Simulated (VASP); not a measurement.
Au, 9 atoms in the cell. The cell holds a wire or tube with vacuum around it, 9 atoms: a = 13.200 Å, b = 12.200 Å, c = 6.505 Å, α = 90.00°, β = 90.00°, γ = 90.00°. 

- Program: VASP 6.6.1
- Task: single point
- Functional: PBEsol
- Potentials or basis: VASP PAW PBE potentials, release 64 (Au)
- Cutoff: 520 eV
- k mesh: 1 × 1 × 8
- Occupations: gaussian, width 0.05 eV
- Spin: no spin polarisation
- Dipole correction: no
- Further INCAR settings: ALGO = Normal; EDIFF = 1e-07; NBANDS = 60

Potentials or basis: VASP PAW PBE potentials, release 64 (Au).

The run is started by

```console
$ cat potpaw_PBE.64/Au/POTCAR > POTCAR
$ mpirun -np 1 vasp_std > vasp.out
```

Hardware: 1 thread of Intel(R) Xeon(R) Platinum 8488C (Sapphire Rapids), on a shared host.

Problem. Estimate the wall time of this run.

Solution. Run time: 11 min on 1 thread of Intel(R) Xeon(R) Platinum 8488C (Sapphire Rapids), with other jobs on the host, peak memory 0.92 GiB. Counts: scf iterations 23, k points 5.
